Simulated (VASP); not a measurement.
# HgTe (F-43m) in VASP: a series of runs, part 2 of 2

VASP 6.6.1. Earlier steps stand in the parts before.

## Step 4: Single point, PBE, non-collinear spin, zero start, spin-orbit coupling (34.96 Å³/atom)

This run uses another cell than the first one, of 34.96 Å³/atom.

INCAR reads:

```
ALGO     = Normal         # electronic algorithm
EDIFF    = 1E-6           # SCF threshold, eV
ENCUT    = 520            # plane-wave cutoff, eV
GGA      = PE             # functional
GGA_COMPAT= False        
ISIF     = 2              # what is computed and relaxed
ISMEAR   = 0              # smearing method
LASPH    = True           # aspherical terms in the spheres
LCHARG   = True           # write CHGCAR
LORBIT   = 11             # projections on sites
LORBMOM  = True         
LREAL    = False          # projectors in reciprocal space
LSORBIT  = True           # spin-orbit coupling
LVHAR    = True         
LWAVE    = False          # write WAVECAR
MAGMOM   = 0 0 0 0 0 0    # initial moments
NBANDS   = 30             # bands
NELM     = 150            # most SCF steps
PREC     = Accurate       # precision mode
SIGMA    = 0.05           # smearing width, eV
```

KPOINTS reads:

```
k-points
0
Gamma
  10 10 10
```

POSCAR reads:

```
HgTe
1.0
    0.0000000000      3.2697507019      3.2697507019
    3.2697507019      0.0000000000      3.2697507019
    3.2697507019      3.2697507019      0.0000000000
Hg Te
1 1
Direct
    0.0000000000      0.0000000000      0.0000000000
    0.2500000000      0.2500000000      0.2500000000
```

Potentials or basis: VASP PAW PBE potentials, release 64 (Hg, Te).

The run is started by

```bash
cat potpaw_PBE.64/Hg/POTCAR potpaw_PBE.64/Te/POTCAR > POTCAR
mpirun -np 1 vasp_ncl > vasp.out
```

OUTCAR:

```text
EDIFF = 1E-6
   ENCUT = 520
   GGA = PE
   ISIF = 2
   ISMEAR = 0
   LASPH = True
   LORBIT = 11
   LREAL = False
   LSORBIT = True
   NELM = 150
   PREC = Accurate

 ion  position               nearest neighbor table
   1  0.000  0.000  0.000-   2 2.83   2 2.83   2 2.83   2 2.83
   2  0.250  0.250  0.250-   1 2.83   1 2.83   1 2.83   1 2.83

  LATTYP: Found a face centered cubic cell.
 ALAT       =     6.5395014038

  Lattice vectors:

 A1 = (   0.0000000000,   3.2697507019,   3.2697507019)
 A2 = (   3.2697507019,   0.0000000000,   3.2697507019)
 A3 = (   3.2697507019,   3.2697507019,   0.0000000000)

Analysis of symmetry for initial positions (statically):
=====================================================================
 Subroutine PRICEL returns:
 Original cell was already a primitive cell.

 Routine SETGRP: Setting up the symmetry group for a
 face centered cubic supercell.

 Subroutine GETGRP returns: Found 24 space group operations
 (whereof 24 operations were pure point group operations)
 out of a pool of 48 trial point group operations.

The static configuration has the point symmetry T_d .

Analysis of symmetry for dynamics (positions and initial velocities):
=====================================================================
 Subroutine PRICEL returns:
 Original cell was already a primitive cell.

 Routine SETGRP: Setting up the symmetry group for a
 face centered cubic supercell.

 Subroutine GETGRP returns: Found 24 space group operations
 (whereof 24 operations were pure point group operations)
 out of a pool of 48 trial point group operations.

The dynamic configuration has the point symmetry T_d .

Analysis of structural, dynamic, and magnetic symmetry:
=====================================================================
 Subroutine PRICEL returns:
 Original cell was already a primitive cell.

 Routine SETGRP: Setting up the symmetry group for a
 face centered cubic supercell.

 Subroutine GETGRP returns: Found 24 space group operations
 (whereof 24 operations were pure point group operations)
 out of a pool of 48 trial point group operations.

The overall configuration has the point symmetry T_d .

 Subroutine INISYM returns: Found 24 space group operations
 (whereof 24 operations are pure point group operations),
 and found     1 'primitive' translations

----------------------------------------------------------------------------------------

                                     Primitive cell

  volume of cell :      69.9156

  direct lattice vectors                    reciprocal lattice vectors
     0.000000000  3.269750702  3.269750702    -0.152916857  0.152916857  0.152916857
     3.269750702  0.000000000  3.269750702     0.152916857 -0.152916857  0.152916857
     3.269750702  3.269750702  0.000000000     0.152916857  0.152916857 -0.152916857

  length of vectors
[... 937 lines left out ...]
------------------------ aborting loop because EDIFF is reached ----------------------------------------

  FORCE on cell =-STRESS in cart. coord.  units (eV):
  Direction    XX          YY          ZZ          XY          YZ          ZX
  --------------------------------------------------------------------------------------
  -------------------------------------------------------------------------------------
  Total        0.7825138      0.7825138      0.7825138      0.0000000      0.0000000      0.0000000
  in kB       17.9319976     17.9319976     17.9319976      0.0000000      0.0000000      0.0000000
  external PRESSURE =      17.9319976 kB  Pullay stress =       0.0000000 kB

 VOLUME and BASIS-vectors are now :
 -----------------------------------------------------------------------------
  energy-cutoff  :      520.00
  volume of cell :       69.92
      direct lattice vectors                 reciprocal lattice vectors
     0.000000000  3.269750702  3.269750702    -0.152916857  0.152916857  0.152916857
     3.269750702  0.000000000  3.269750702     0.152916857 -0.152916857  0.152916857
     3.269750702  3.269750702  0.000000000     0.152916857  0.152916857 -0.152916857

 POSITION                                       TOTAL-FORCE (eV/Angst)
 -----------------------------------------------------------------------------------
      0.00000      0.00000      0.00000         0.000000      0.000000      0.000000
      1.63488      1.63488      1.63488        -0.000000     -0.000000     -0.000000
 -----------------------------------------------------------------------------------
    total drift:                               -0.000000     -0.000000     -0.000000

  FREE ENERGIE OF THE ION-ELECTRON SYSTEM (eV)
  ---------------------------------------------------
  free  energy   TOTEN  =        -4.0268408658 eV

  energy  without entropy=       -4.0267763037  energy(sigma->0) =       -4.02680858

 orbital moment (x)

 # of ion     p       d       tot
 ----------------------------------------
  1         0.000  -0.000  -0.000
  2         0.000   0.000   0.000
 ----------------------------------------
            0.000  -0.000  -0.000

 orbital moment (y)

 # of ion     p       d       tot
 ----------------------------------------
  1        -0.000  -0.000  -0.000
  2         0.000  -0.000   0.000
 ----------------------------------------
            0.000  -0.000  -0.000

 orbital moment (z)

 # of ion     p       d       tot
 ----------------------------------------
  1         0.000   0.000   0.000
  2         0.000   0.000   0.000
 ----------------------------------------
            0.000   0.000   0.000

 Spin-Orbit-Coupling matrix elements

 Ion:    1  E_soc:     -0.5874919
 l=   1
     0.0000000    -0.0310575    -0.0310575
    -0.0310575     0.0000000    -0.0310575
    -0.0310575    -0.0310575     0.0000000
 l=   2
     0.0000000    -0.0132463     0.0000000    -0.0132463    -0.0536115
    -0.0132463     0.0000000    -0.0402086    -0.0132463    -0.0134029
     0.0000000    -0.0402086     0.0000000    -0.0402086     0.0000000
    -0.0132463    -0.0132463    -0.0402086     0.0000000    -0.0134029
    -0.0536115    -0.0134029     0.0000000    -0.0134029     0.0000000
 l=   3
     0.0000000     0.0000000     0.0000000     0.0000000     0.0000000     0.0000000     0.0000000
     0.0000000     0.0000000     0.0000000     0.0000000     0.0000000     0.0000000     0.0000000
     0.0000000     0.0000000     0.0000000     0.0000000     0.0000000     0.0000000     0.0000000
     0.0000000     0.0000000     0.0000000     0.0000000     0.0000000     0.0000000     0.0000000
     0.0000000     0.0000000     0.0000000     0.0000000     0.0000000     0.0000000     0.0000000
     0.0000000     0.0000000     0.0000000     0.0000000     0.0000000     0.0000000     0.0000000
     0.0000000     0.0000000     0.0000000     0.0000000     0.0000000     0.0000000     0.0000000

 Ion:    2  E_soc:     -0.2215924
 l=   1
     0.0000000    -0.0367986    -0.0367986
    -0.0367986     0.0000000    -0.0367986
    -0.0367986    -0.0367986     0.0000000
 l=   2
     0.0000000    -0.0000513     0.0000000    -0.0000513    -0.0000822
    -0.0000513     0.0000000    -0.0000616    -0.0000513    -0.0000205
     0.0000000    -0.0000616     0.0000000    -0.0000616     0.0000000
    -0.0000513    -0.0000513    -0.0000616     0.0000000    -0.0000205
    -0.0000822    -0.0000205     0.0000000    -0.0000205     0.0000000
 l=   3
     0.0000000     0.0000000     0.0000000     0.0000000     0.0000000     0.0000000     0.0000000
     0.0000000     0.0000000     0.0000000     0.0000000     0.0000000     0.0000000     0.0000000
     0.0000000     0.0000000     0.0000000     0.0000000     0.0000000     0.0000000     0.0000000
     0.0000000     0.0000000     0.0000000     0.0000000     0.0000000     0.0000000     0.0000000
     0.0000000     0.0000000     0.0000000     0.0000000     0.0000000     0.0000000     0.0000000
     0.0000000     0.0000000     0.0000000     0.0000000     0.0000000     0.0000000     0.0000000
     0.0000000     0.0000000     0.0000000     0.0000000     0.0000000     0.0000000     0.0000000

 total charge

# of ion       s       p       d       tot
------------------------------------------
    1        0.748   0.404   9.358  10.510
    2        1.372   1.959   0.030   3.361
--------------------------------------------------
tot          2.120   2.362   9.389  13.871

 magnetization (x)

# of ion       s       p       d       tot
------------------------------------------
    1        0.000   0.000   0.000   0.000
    2       -0.000  -0.000   0.000  -0.000
--------------------------------------------------
tot         -0.000  -0.000   0.000  -0.000

 magnetization (y)

# of ion       s       p       d       tot
------------------------------------------
    1        0.000   0.000  -0.000   0.000
    2        0.000   0.000   0.000   0.000
--------------------------------------------------
tot          0.000   0.000  -0.000   0.000

 magnetization (z)

# of ion       s       p       d       tot
------------------------------------------
    1       -0.000   0.000  -0.000  -0.000
    2       -0.000   0.000   0.000   0.000
--------------------------------------------------
tot         -0.000   0.000  -0.000  -0.000
```

It took 7 min on 1 thread of Oxide Virtual Turin-like, shared host; peak memory 0.49 GiB.

Results:

| Property | Result |
| --- | --- |
| Free energy | -4.0268 eV |
| Pressure | 1.8 GPa |
| Net moment | 0.00 μB per cell |
| Valence electrons inside the program's atomic spheres | Hg 10.51; Te 3.36 |

Moments on the atoms (μB; x, y, z):
```
Hg  0.00 0.00 0.00
Te  0.00 0.00 0.00
```
